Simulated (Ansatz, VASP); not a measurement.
## Rb in VASP and in Ansatz

Contents of INCAR:

```
SYSTEM = Rb
PREC = Accurate ; ENCUT = 520
EDIFF = 1E-6 ; ISMEAR = -1
SIGMA = 0.1 ; LREAL = .FALSE.
LASPH = .TRUE. ; NELM = 100
ALGO = Normal ; ISIF = 2
LWAVE = .FALSE. ; LCHARG = .FALSE.
GGA = RP ; NBANDS = 10
```

KPOINTS

```
regular mesh
0
G
  8 8 8
  0 0 0
```

POSCAR

```
Rb
1.0
    4.7806263217      0.0000000000      0.0000000000
    0.0000000000      4.7806263217      0.0000000000
    0.0000000000      0.0000000000      4.7806263217
Rb
1
Direct
    0.0000000000      0.0000000000      0.0000000000
```

Input for Ansatz:

```yaml
crystal:
  lattice:
    - [4.7806263217, 0.0, 0.0]
    - [0.0, 4.7806263217, 0.0]
    - [0.0, 0.0, 4.7806263217]
  atoms:
    - { symbol: Rb, position: [0.0, 0.0, 0.0] }
hamiltonian:
  xc: rpbe
  pseudopotentials:
    kind: paw
    azcp:
      Rb: "pseudopotentials/Rb.paw.azcp"
basis:
  ecutwfc: 420
  fft_grid_basis: typed
kpoints:
  mp_grid: { grid: [8, 8, 8], shift: [0, 0, 0] }
magnetization:
  spin_polarized: false
scf:
  occupations: { method: fermi_dirac, width: 0.1 }
  lower_state_search: "off"
output:
  stress: true
```

Alike in both runs: task single point; functional RPBE; k mesh 8 × 8 × 8; occupations fermi-dirac, width 0.1 eV; no spin polarisation.

|  | VASP | Ansatz |
| --- | --- | --- |
| version | VASP 6.6.1 | Ansatz 0.2.0 |
| potentials or method | VASP PAW PBE potentials, release 64 (Rb_sv), cutoff 520 eV | plane waves (420 eV) with PAW, scalar-relativistic |
| valence electrons in the cell | 9 | 9 |

|  | VASP | Ansatz | Ansatz less VASP |
| --- | --- | --- | --- |
| pressure (GPa) | 0.0 | 0.0 | 0.00 |

VASP's potentials were made for PBE, not for RPBE. The functional is the same, so the differences come from potentials, cutoffs and numerics.
